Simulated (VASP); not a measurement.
# MgH2 (fluorite type) (Fm-3m) in VASP: a series of runs

The runs below take MgH2 (fluorite type) through single point, relaxation of cell and atoms, with PBE.

Everything below comes from runs of VASP 6.6.1. Logs are shortened: lines on timing, memory, paths and dates and some standing lists are left out, and cuts for length are marked.

## 1. The cell of the first run

Symmetry: Fm-3m, No. 225, cubic system. The conventional cell has a = 4.757 Å, b = 4.757 Å, c = 4.757 Å, α = 90.00°, β = 90.00°, γ = 90.00°. Within 2.7 Å of Mg (site symmetry m-3m) lie 8 H at 2.06 Å. Within 2.7 Å of H (site symmetry -43m) lie 4 Mg at 2.06 Å and 6 H at 2.38 Å.

## 2. Single point, PBE

Contents of INCAR:

```
PREC = Accurate
ENCUT = 520
EDIFF = 1E-6
ISMEAR = -1
SIGMA = 0.05
LREAL = False
LASPH = True
NELM = 80
ALGO = Normal
ISIF = 2
LWAVE = False
LCHARG = False
GGA = PE
NBANDS = 9
```

Contents of KPOINTS:

```
Automatic mesh
0
Gamma
  14 14 14
```

Contents of POSCAR:

```
MgH2
1.0
    0.0000000000      2.3787051980      2.3787051980
    2.3787051980      0.0000000000      2.3787051980
    2.3787051980      2.3787051980      0.0000000000
Mg H
1 2
Direct
    0.0000000000      0.0000000000      0.0000000000
    0.2500000000      0.2500000000      0.2500000000
    0.7500000000      0.7500000000      0.7500000000
```

Potentials or basis: VASP PAW PBE potentials, release 64 (Mg, H).

Launch:

```bash
cat potpaw_PBE.64/Mg/POTCAR potpaw_PBE.64/H/POTCAR > POTCAR
mpirun -np 1 vasp_std > vasp.out
```

OUTCAR:

```text
PREC = Accurate
   ENCUT = 520
   EDIFF = 1E-6
   ISMEAR = -1
   LREAL = False
   LASPH = True
   NELM = 80
   ISIF = 2
   GGA = PE

 ion  position               nearest neighbor table
   1  0.000  0.000  0.000-   3 2.06   3 2.06   3 2.06   2 2.06   2 2.06   2 2.06   3 2.06   2 2.06

   2  0.250  0.250  0.250-   1 2.06   1 2.06   1 2.06   1 2.06
   3  0.750  0.750  0.750-   1 2.06   1 2.06   1 2.06   1 2.06

  LATTYP: Found a face centered cubic cell.
 ALAT       =     4.7574103960

  Lattice vectors:

 A1 = (   0.0000000000,   2.3787051980,   2.3787051980)
 A2 = (   2.3787051980,   0.0000000000,   2.3787051980)
 A3 = (   2.3787051980,   2.3787051980,   0.0000000000)

Analysis of symmetry for initial positions (statically):
=====================================================================
 Subroutine PRICEL returns:
 Original cell was already a primitive cell.

 Routine SETGRP: Setting up the symmetry group for a
 face centered cubic supercell.

 Subroutine GETGRP returns: Found 48 space group operations
 (whereof 48 operations were pure point group operations)
 out of a pool of 48 trial point group operations.

The static configuration has the point symmetry O_h .

Analysis of symmetry for dynamics (positions and initial velocities):
=====================================================================
 Subroutine PRICEL returns:
 Original cell was already a primitive cell.

 Routine SETGRP: Setting up the symmetry group for a
 face centered cubic supercell.

 Subroutine GETGRP returns: Found 48 space group operations
 (whereof 48 operations were pure point group operations)
 out of a pool of 48 trial point group operations.

The dynamic configuration has the point symmetry O_h .

 Subroutine INISYM returns: Found 48 space group operations
 (whereof 48 operations are pure point group operations),
 and found     1 'primitive' translations

----------------------------------------------------------------------------------------

                                     Primitive cell

  volume of cell :      26.9186

  direct lattice vectors                    reciprocal lattice vectors
     0.000000000  2.378705198  2.378705198    -0.210198389  0.210198389  0.210198389
     2.378705198  0.000000000  2.378705198     0.210198389 -0.210198389  0.210198389
     2.378705198  2.378705198  0.000000000     0.210198389  0.210198389 -0.210198389

  length of vectors
     3.363997152  3.363997152  3.363997152     0.364074289  0.364074289  0.364074289

  position of ions in fractional coordinates (direct lattice)
     0.000000000  0.000000000  0.000000000
     0.250000000  0.250000000  0.250000000
     0.750000000  0.750000000  0.750000000

  ion indices of the primitive-cell ions
   primitive index   ion index
                 1           1
                 2           2
                 3           3

----------------------------------------------------------------------------------------

 KPOINTS: Automatic mesh

Automatic generation of k-mesh.
 Grid dimensions read from file:
 generate k-points for:   14   14   14

 Generating k-lattice:

  Cartesian coordinates                     Fractional coordinates (reciprocal lattice)
    -0.015014171  0.015014171  0.015014171     0.071428571  0.000000000  0.000000000
     0.015014171 -0.015014171  0.015014171     0.000000000  0.071428571  0.000000000
     0.015014171  0.015014171 -0.015014171     0.000000000  0.000000000  0.071428571

  Length of vectors
     0.026005306  0.026005306  0.026005306

  Shift w.r.t. Gamma in fractional coordinates (k-lattice)
     0.000000000  0.000000000  0.000000000

 Subroutine IBZKPT returns following result:
 ===========================================

 Found    104 irreducible k-points:

 Following reciprocal coordinates:
            Coordinates               Weight
  0.000000  0.000000  0.000000      1.000000
  0.071429  0.000000  0.000000      8.000000
  0.142857  0.000000  0.000000      8.000000
  0.214286  0.000000  0.000000      8.000000
  0.285714  0.000000  0.000000      8.000000
  0.357143  0.000000  0.000000      8.000000
[... 16 lines left out ...]
  0.214286  0.142857  0.000000     24.000000
  0.285714  0.142857  0.000000     24.000000
 [... further k-points ...]
   k-points           NKPTS =    104   k-points in BZ     NKDIM =    104   number of bands    NBANDS=      9
   number of dos      NEDOS =    301   number of ions     NIONS =      3
   total plane-waves  NPLWV =  21952
   dimension x,y,z NGX =    28 NGY =   28 NGZ =   28
   dimension x,y,z NGXF=    56 NGYF=   56 NGZF=   56
   ions per type =               1   2
   NGX,Y,Z   is equivalent  to a cutoff of  13.84, 13.84, 13.84 a.u.
   NGXF,Y,Z  is equivalent  to a cutoff of  27.67, 27.67, 27.67 a.u.
 SYSTEM =  unknown system
   PREC   = accura    normal or accurate (medium, high low for compatibility)
   ISTART =      0    job   : 0-new  1-cont  2-samecut
   ICHARG =      2    charge: 1-file 2-atom 10-const
   ISPIN  =      1    spin polarized calculation?
   LNONCOLLINEAR =      F non collinear calculations
   LSORBIT =      F    spin-orbit coupling
   LASPH  =      T    aspherical Exc in radial PAW
   ENCUT  =  520.0 eV  38.22 Ry    6.18 a.u.   6.25  6.25  6.25*2*pi/ulx,y,z
   NELM   =     80;   NELMIN=  2; NELMDL= -5     # of ELM steps
   EDIFF  = 0.1E-05   stopping-criterion for ELM
   LREAL  =      F    real-space projection
   EDIFFG = 0.1E-04   stopping-criterion for IOM
   NSW    =      0    number of steps for IOM
   IBRION =     -1    ionic relax: 0-MD 1-quasi-New 2-CG
   NFREE  =      0    steps in history (QN), initial steepest desc. (CG)
   ISIF   =      2    stress and relaxation
   ISYM   =      2    0-nonsym 1-usesym 2-fastsym
   POTIM  = 0.5000    time-step for ionic-motion
   TEBEG  =    0.0;   TEEND  =   0.0 temperature during run
   PSTRESS=    0.0 pullay stress
   NELECT =       4.0000    total number of electrons
   NUPDOWN=      -1.0000    fix difference up-down
   EMIN   =  10.00;   EMAX   =-10.00  energy-range for DOS
   EFERMI =   0.00;   METHOD = LEGACY
   ISMEAR =    -1;   SIGMA  =   0.05  broadening in eV -4-tet -1-fermi 0-gaus
   EFERMI_NEDOS =   21; number of points for ismear=-14 and -15
   IALGO  =     38    algorithm
   IMIX   =      4    mixing-type and parameters
     AMIX     =   0.40;   BMIX     =  1.00
     AMIX_MAG =   1.60;   BMIX_MAG =  1.00
  volume/ion in A,a.u.               =       8.97        60.55
  Fermi-wavevector in a.u.,A,eV,Ry     =   0.867117  1.638613 10.230103  0.751891
  Thomas-Fermi vector in A             =   1.985604
   LORBIT       =      0    0 simple, 1 ext, 2 COOP (PROOUT), +10 PAW based schemes
   GGA     = PE    functional components
   LHFCALC =     F    Hartree Fock is set to
   AEXX    =    0.0000 exact exchange contribution
   IVDW    =     0    specifies the selected vdW correction
   LEPSILON=     F    determine dielectric tensor
   LRPA    =     F    only Hartree local field effects (RPA)
 non-spin polarized calculation
  energy-cutoff  :      520.00
  volume of cell :       26.92
 maximum number of plane-waves:       742
 NGX is ok and might be reduce to    28
   NGX = 13   NGY = 13   NGZ = 13

 number of electron       4.0000000 magnetization

 Free energy of the ion-electron system (eV)
  ---------------------------------------------------
  ext. energy  EPLUGINS =         0.00000000
  ---------------------------------------------------
  free energy    TOTEN  =        -8.49898034 eV

  energy without entropy =       -8.49740012  energy(sigma->0) =       -8.49819023

 E-fermi :   3.0210     XC(G=0):  -8.9524

 val. band max:        2.9734960651   @ k =   0.1429   0.1429   0.0000
 cond. band min:       3.0552196362   @ k =   0.1429   0.0000   0.0000
 fundamental gap:      0.0817235710
 Fermi energy:         3.0210311088

 k-point     1 :       0.0000    0.0000    0.0000
  band No.  band energies     occupation
      1      -7.0018      2.00000
      2       3.8838      0.00000
      3      12.3053      0.00000
      4      12.3053      0.00000
      5      12.3053      0.00000
      6      14.8870      0.00000
      7      14.8870      0.00000
      8      14.8870      0.00000
      9      15.6294      0.00000

 k-point     2 :       0.0714    0.0000    0.0000
  band No.  band energies     occupation
      1      -6.9084      2.00000
      2       3.6700      0.00000
      3      11.7808      0.00000
      4      12.1567      0.00000
      5      12.1567      0.00000
      6      15.1548      0.00000
      7      15.1976      0.00000
      8      15.1976      0.00000
      9      15.5426      0.00000

 k-point     3 :       0.1429    0.0000    0.0000
  band No.  band energies     occupation
      1      -6.6293      2.00000
      2       3.0552      0.67084
      3      10.9095      0.00000
      4      11.8664      0.00000
      5      11.8664      0.00000
      6      14.2181      0.00000
      7      15.8324      0.00000
      8      15.8324      0.00000
      9      16.7615      0.00000

 k-point     4 :       0.2143    0.0000    0.0000
  band No.  band energies     occupation
      1      -6.1686      2.00000
      2       2.1174      2.00000
      3      10.1975      0.00000
      4      11.6192      0.00000
      5      11.6192      0.00000
      6      13.1542      0.00000
      7      15.1840      0.00000
      8      15.1840      0.00000
      9      17.3273      0.00000
[... 205 lines left out ...]
 k-point    22 :       0.1429    0.1429    0.0000
  band No.  band energies     occupation
      1      -6.5071      2.00000
      2       2.9735      1.44251
      3      10.5049      0.00000
      4      10.5049      0.00000
      5      12.3013      0.00000
      6      13.7089      0.00000
      7      14.2311      0.00000
      8      17.4703      0.00000
      9      17.4942      0.00000

 k-point    23 :       0.2143    0.1429    0.0000
  band No.  band energies     occupation
      1      -6.1717      2.00000
      2       2.4469      1.99998
      3       9.8116      0.00000
      4      10.0467      0.00000
      5      11.0165      0.00000
      6      13.6956      0.00000
      7      14.8869      0.00000
      8      17.0391      0.00000
      9      18.1073      0.00000

 k-point    24 :       0.2857    0.1429    0.0000
  band No.  band energies     occupation
      1      -5.6597      2.00000
      2       1.6288      2.00000
      3       9.0661      0.00000
      4       9.7544      0.00000
      5       9.8962      0.00000
      6      14.2448      0.00000
      7      15.3469      0.00000
      8      16.1594      0.00000
      9      17.3365      0.00000

 [... further k-points ...]
[... 5 lines left out ...]
  --------------------------------------------------------------------------------------
  -------------------------------------------------------------------------------------
  Total       -0.0668946     -0.0668946     -0.0668946      0.0000000      0.0000000     -0.0000000
  in kB       -3.9815292     -3.9815292     -3.9815292      0.0000000      0.0000000     -0.0000000
  external PRESSURE =      -3.9815292 kB  Pullay stress =       0.0000000 kB

 VOLUME and BASIS-vectors are now :
 -----------------------------------------------------------------------------
  energy-cutoff  :      520.00
  volume of cell :       26.92
      direct lattice vectors                 reciprocal lattice vectors
     0.000000000  2.378705198  2.378705198    -0.210198389  0.210198389  0.210198389
     2.378705198  0.000000000  2.378705198     0.210198389 -0.210198389  0.210198389
     2.378705198  2.378705198  0.000000000     0.210198389  0.210198389 -0.210198389

 POSITION                                       TOTAL-FORCE (eV/Angst)
 -----------------------------------------------------------------------------------
      0.00000      0.00000      0.00000        -0.000000      0.000000     -0.000000
      1.18935      1.18935      1.18935         0.000000      0.000000      0.000000
      3.56806      3.56806      3.56806         0.000000     -0.000000     -0.000000
 -----------------------------------------------------------------------------------
    total drift:                                0.000000      0.000000      0.000000

  FREE ENERGIE OF THE ION-ELECTRON SYSTEM (eV)
  ---------------------------------------------------
  free  energy   TOTEN  =        -8.4989803385 eV

  energy  without entropy=       -8.4974001236  energy(sigma->0) =       -8.49819023
```

Wall time 11 s (1 thread of Intel Xeon 6975P-C (Granite Rapids), shared host); peak memory 0.17 GiB.

Results:

| Item | Value |
| --- | --- |
| Free energy | -8.4990 eV |
| Pressure | -0.4 GPa |
| Band gap on the k mesh | zero (band 2 reaches 3.88 eV, above the bottom of band 3 at 2.61 eV) |

Levels at points of the mesh, in eV from the Fermi level:
| k point | band 1 | band 2 | band 3 | band 4 | band 5 | band 6 |
| --- | --- | --- | --- | --- | --- | --- |
| (0.00, 0.00, 0.00) | -10.02 | 0.86 | 9.28 | 9.28 | 9.28 | 11.87 |
| (0.50, 0.00, 0.00) | -5.77 | -5.67 | 6.75 | 7.21 | 8.98 | 8.98 |
| (0.50, 0.50, 0.00) | -5.77 | -2.41 | -0.41 | 4.67 | 4.67 | 7.90 |

## 3. Relaxation of cell and atoms, PBE

This run uses another cell than the first one, of 11.12 Å³/atom, 1.240 times its volume.

Contents of INCAR:

```
SYSTEM = MgH2
PREC = Accurate ; ENCUT = 600
EDIFF = 1E-6 ; ISMEAR = -1
SIGMA = 0.05 ; LREAL = .FALSE.
LASPH = .TRUE. ; NELM = 60
ALGO = Normal ; ISIF = 3
LWAVE = .FALSE. ; LCHARG = .FALSE.
GGA = PE ; IBRION = 2
NSW = 100 ; EDIFFG = -0.005
```

Contents of KPOINTS:

```
Automatic mesh
0
G
  14 14 14
  0 0 0
```

Contents of POSCAR:

```
MgH2
1.0
    0.0000000000      2.5553258337      2.5553258337
    2.5553258337      0.0000000000      2.5553258337
    2.5553258337      2.5553258337      0.0000000000
Mg H
1 2
Direct
    0.0000000000      0.0000000000      0.0000000000
    0.2500000000      0.2500000000      0.2500000000
    0.7500000000      0.7500000000      0.7500000000
```

Potentials or basis: VASP PAW PBE potentials, release 64 (Mg, H).

Launch:

```bash
cat potpaw_PBE.64/Mg/POTCAR potpaw_PBE.64/H/POTCAR > POTCAR
mpirun -np 1 vasp_std > vasp.out
```

Run time: 29 s. Hardware: 1 thread of Intel Xeon 6975P-C (Granite Rapids), shared host; peak memory 0.2 GiB.

Results (log left out):

```
Free energy                            : -8.5009 eV
Relaxed volume                         : 8.94 Å³/atom
Relaxed cell                           : a = 3.360 Å, b = 3.360 Å, c = 3.360 Å, α = 60.00°, β = 60.00°, γ = 60.00°
Space group after relaxing (to 0.05 Å) : Fm-3m (No. 225)
Energy gained by relaxing              : 72.2 meV/atom
Ionic steps                            : 5
Pressure after relaxing                : -0.1 GPa
Band gap on the k mesh                 : zero (band 2 reaches 3.91 eV, above the bottom of band 3 at 2.62 eV)
```

The path:
```csv
step,energy change (eV),largest force (eV/Å),pressure (GPa),volume (Å³)
1,0.0000,0.0000,-8.98,33.37
2,-0.1400,0.0000,-6.13,30.45
3,-0.2131,0.0000,-1.55,27.54
4,-0.2167,0.0000,0.20,26.71
5,-0.2167,0.0000,-0.07,26.83
```

Final structure:
```
CELL_PARAMETERS angstrom
0.00000 2.37613 2.37613
2.37613 0.00000 2.37613
2.37613 2.37613 0.00000
ATOMIC_POSITIONS crystal
Mg 0.00000 0.00000 0.00000
H 0.25000 0.25000 0.25000
H 0.75000 0.75000 0.75000
```

Levels at points of the mesh, in eV from the Fermi level:
```tsv
k point	band 1	band 2	band 3	band 4	band 5	band 6
(0.00, 0.00, 0.00)	-10.04	0.87	9.30	9.30	9.30	11.90
(0.50, 0.00, 0.00)	-5.78	-5.68	6.76	7.24	9.11	9.11
(0.50, 0.50, 0.00)	-5.78	-2.41	-0.42	4.67	4.67	7.92
```

Caveat: the volume moved by over 15 % at a fixed basis, so the end points are rough.
